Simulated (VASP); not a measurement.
Set up this calculation in VASP 6.6.1, as the native input.

* Task: single point
* Functional: PBEsol
* Potentials or basis: VASP PAW PBE potentials, release 64 (Ir)
* Cutoff: 520 eV
* k mesh: 18 × 18 × 18
* Occupations: fermi-dirac, width 0.05 eV
* Spin: no spin polarisation
* Dipole correction: no
* Further INCAR settings: ALGO = Normal; EDIFF = 1e-06; NBANDS = 10

The structure of Ir lies in POSCAR:

```
Ir
1.0
    0.0000000000      1.9449621075      1.9449621075
    1.9449621075      0.0000000000      1.9449621075
    1.9449621075      1.9449621075      0.0000000000
Ir
1
Direct
    0.0000000000      0.0000000000      0.0000000000
```

This cell differs from its parent crystal: volume scaled by 1.04.

These files were run (other wordings do the same):

INCAR

```
PREC = Accurate ; ENCUT = 520
EDIFF = 1E-6 ; ISMEAR = -1
SIGMA = 0.05 ; LREAL = F
LASPH = T ; NELM = 80
ALGO = Normal ; ISIF = 2
LWAVE = F ; LCHARG = F
GGA = PS ; NBANDS = 10
```

KPOINTS

```
regular mesh
0
Gamma
  18 18 18
```

Potentials or basis: VASP PAW PBE potentials, release 64 (Ir).

The run is started by

```console
$ cat potpaw_PBE.64/Ir/POTCAR > POTCAR
$ mpirun -np 1 vasp_std > vasp.out
```

It gave:

| Quantity | Value |
| --- | --- |
| Pressure | -15.2 GPa |

Caveat: the PAW data sets were made with another functional, which shifts forces and pressure a little.

Run time: 18 s on 1 thread of Intel(R) Xeon(R) Platinum 8488C (Sapphire Rapids), with other jobs on the host, peak memory 0.15 GiB.
